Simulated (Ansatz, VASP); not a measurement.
**Two plane-wave programs on MgO**

Contents of INCAR:

```
  PREC = Accurate
  ENCUT = 520
  EDIFF = 1E-7
  ISMEAR = 0
  SIGMA = 0.05
  LREAL = F
  LASPH = T
  NELM = 60
  ALGO = Normal
  ISIF = 2
  LWAVE = F
  LCHARG = F
  GGA = PS
  NBANDS = 11
```

File KPOINTS:

```
Automatic mesh
0
Gamma
  10 10 10
```

The input POSCAR:

```
MgO
1.0
    0.0000000000      2.0493001852      2.0493001852
    2.0493001852      0.0000000000      2.0493001852
    2.0493001852      2.0493001852      0.0000000000
Mg O
1 1
Direct
    0.0000000000      0.0000000000      0.0000000000
    0.5000000000      0.5000000000      0.5000000000
```

Input for Ansatz:

```yaml
crystal:
  lattice:
    - [0.0, 2.0493001852, 2.0493001852]
    - [2.0493001852, 0.0, 2.0493001852]
    - [2.0493001852, 2.0493001852, 0.0]
  atoms:
    - { symbol: Mg, position: [0.0, 0.0, 0.0] }
    - { symbol: O, position: [0.5, 0.5, 0.5] }
basis:
  ecutwfc: 420
  ecutrho_ratio: 4
kpoints:
  mp_grid: { grid: [10, 10, 10] }
hamiltonian:
  xc: pbesol
scf:
  occupations: { method: gaussian, width: 0.05 }
output:
  forces: true
  stress: true
  eigenvalues: true
```

Alike in both runs: task single point; functional PBEsol; k mesh 10 × 10 × 10; occupations gaussian, width 0.05 eV; no spin polarisation.

|  | VASP | Ansatz |
| --- | --- | --- |
| version | VASP 6.6.1 | Ansatz 0.2.0 |
| potentials or method | VASP PAW PBE potentials, release 64 (Mg, O), cutoff 520 eV | scalar-relativistic, plane waves, PAW |
| valence electrons in the cell | 8 | 16 |

VASP gave:

| Item | Value |
| --- | --- |
| gap on the k mesh at the Fermi level (eV) | 5.47 |
| least direct gap on the mesh (eV) | 5.47 |
| pressure (GPa) | 15.3 |

Task: Estimate Ansatz's values.

Result: gap on the k mesh at the Fermi level (eV): 5.46; least direct gap on the mesh (eV): 5.46; pressure (GPa): 15.6.

VASP's potentials were made for PBE, not for PBEsol. VASP's potentials hold 8 valence electrons a cell and Ansatz's 16, so a difference there can come from the potentials and not from the codes.
